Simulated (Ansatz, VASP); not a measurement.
## TaF3 in VASP and in Ansatz

```
Ta F
1.0
     4.11434    0.00000    0.00000
     0.00000    4.11434    0.00000
     0.00000    0.00000    4.11434
Ta F
1 3
Direct
  0.00000 0.00000 0.00000
  0.50000 0.00000 0.00000
  0.00000 0.50000 0.00000
  0.00000 0.00000 0.50000
```

Alike in both runs: functional r2SCAN; k mesh 5 × 5 × 5; no spin polarisation; Hubbard terms Ta d U = 4.0 eV.

Ansatz relaxed the structure, and its values are those at the end. VASP's run is a single point on that final structure, the one shown.

```csv
,VASP,Ansatz
version,VASP 6.6.1,Ansatz 0.2.0
potentials or method,"VASP PAW PBE potentials, release 64 (Ta_sv_GW, F), cutoff 770 eV",PAW plane waves
occupations,"fermi-dirac, width 0.1 eV",fermi-dirac
valence electrons in the cell,34,34
```

|  | VASP | Ansatz | Ansatz less VASP |
| --- | --- | --- | --- |
| gap on the k mesh at the Fermi level (eV) | none | none | - |
| pressure (GPa) | 1.4 | 0.0 | -1.37 |

VASP's potentials were made for PBE, not for r2SCAN. The programs project onto different local orbitals, so the same U acts differently, and such runs can settle in different states. A gap of «none» marks a metal or a gap that the smearing closes. Ansatz's warnings: filled band counts differ across k points.

Spin-orbit coupling is off throughout.
